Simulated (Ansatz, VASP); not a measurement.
**One calculation of GeBr2, two programs**

```
Ge Br
1.0
     6.36110    0.00000    0.00000
    -3.18055    5.50887    0.00000
     0.00000    0.00000   14.00000
Ge Br
1 2
Cartesian
  0.0000 0.0000 7.0000
  0.0000 3.6726 7.0000
  3.1806 1.8363 7.0000
```

Alike in both runs: task single point; functional PBE; k mesh 3 × 3 × 1; occupations gaussian, width 0.1 eV; no spin polarisation.

|  | VASP | Ansatz |
| --- | --- | --- |
| version | VASP 6.6.1 | Ansatz 0.2.0 |
| potentials or method | VASP PAW PBE potentials, release 64 (Ge_d, Br), cutoff 520 eV | scalar-relativistic, plane waves, PAW |
| valence electrons in the cell | 28 | 28 |

```csv
,VASP,Ansatz,Ansatz less VASP
gap on the k mesh at the Fermi level (eV),0.17,0.17,+0.001
least direct gap on the mesh (eV),0.17,0.17,+0.001
```

Ansatz's warnings: slab cell height set.
